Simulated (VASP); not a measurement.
A run of VASP 6.6.1 is set up as follows.

The input INCAR:

```
PREC = Accurate
ENCUT = 520
EDIFF = 1E-6
ISMEAR = -1
SIGMA = 0.1
LREAL = F
LASPH = T
NELM = 150
ALGO = Normal
ISIF = 2
LWAVE = F
LCHARG = F
MAGMOM = 0 0 0 0 0 0 0 0 0 0 0 0
LORBIT = 11
LSORBIT = T
GGA_COMPAT = F
LORBMOM = T
LMAXMIX = 4
GGA = PS
NBANDS = 43
```

File KPOINTS:

```
Automatic mesh
0
Gamma
  6 6 3
```

Contents of POSCAR:

```
LiMoSe2
1.0
    3.3679463500      0.0000000000      0.0000000000
   -1.6839731750      2.9167270977      0.0000000000
    0.0000000000      0.0000000000      6.9461045692
Se Li Mo
2 1 1
Direct
    0.3333333333      0.6666666667      0.2410072450
    0.6666666667      0.3333333333      0.7589927550
    0.0000000000      0.0000000000      0.5000000000
    0.0000000000      0.0000000000      0.0000000000
```

Potentials or basis: VASP PAW PBE potentials, release 64 (Se, Li_sv, Mo_sv).

The run is started by

```console
$ cat potpaw_PBE.64/Se/POTCAR potpaw_PBE.64/Li_sv/POTCAR potpaw_PBE.64/Mo_sv/POTCAR > POTCAR
$ mpirun -np 1 vasp_ncl > vasp.out
```

Question: Predict the net moment.

Answer: 0.00 μB per cell.

Question: Estimate the largest force.

Answer: 0.027 eV/Å.

Forces in eV/Å, atoms in the order of the input:
```
Se   0.000  0.000  0.027
Se   0.000  0.000 -0.027
Li   0.000  0.000  0.000
Mo   0.000  0.000  0.000
```

Caveat: the PAW data sets were made with another functional, which shifts forces and pressure a little.
